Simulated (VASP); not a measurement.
Wanted: the native input for a VASP 6.6.1 run.

```
Task                   : single point
Functional             : PBEsol
Potentials or basis    : VASP PAW PBE potentials, release 64 (Al, N)
Cutoff                 : 520 eV
k mesh                 : 9 × 9 × 6
Occupations            : gaussian, width 0.05 eV
Spin                   : no spin polarisation
Dipole correction      : no
Further INCAR settings : ALGO = Normal; EDIFF = 1e-06; NBANDS = 16
```

The structure of AlN lies in POSCAR:

```
AlN
1.0
    3.2620000000      0.0000000000      0.0000000000
   -1.6310000000      2.8249748671      0.0000000000
    0.0000000000      0.0000000000      4.2240000000
Al N
2 2
Direct
    0.3333333333      0.6666666667      0.7500000000
    0.6666666667      0.3333333333      0.2500000000
    0.3333333333      0.6666666667      0.2500000000
    0.6666666667      0.3333333333      0.7500000000
```

These files were run (other wordings do the same):

INCAR

```
PREC     = Accurate       # precision mode
ENCUT    = 520            # plane-wave cutoff, eV
EDIFF    = 1E-6           # SCF threshold, eV
ISMEAR   = 0              # smearing method
SIGMA    = 0.05           # smearing width, eV
LREAL    = F              # projectors in reciprocal space
LASPH    = T              # aspherical terms in the spheres
NELM     = 100            # most SCF steps
ALGO     = Normal         # electronic algorithm
ISIF     = 2              # what is computed and relaxed
LWAVE    = F              # write WAVECAR
LCHARG   = F              # write CHGCAR
GGA      = PS             # functional
NBANDS   = 16             # bands
```

KPOINTS

```
Automatic mesh
0
Gamma
  9 9 6
```

Potentials or basis: VASP PAW PBE potentials, release 64 (Al, N).

Command:

```sh
$ cat potpaw_PBE.64/Al/POTCAR potpaw_PBE.64/N/POTCAR > POTCAR
$ mpirun -np 1 vasp_std > vasp.out
```

It gave:

The pressure is 2.0 GPa and the band gap on the k mesh is 3.29 eV, direct.

Caveat: the PAW data sets were made with another functional, which shifts forces and pressure a little.

Run time: 18 s on 1 thread of Intel Xeon 6975P-C, on a shared host, peak memory 0.16 GiB.
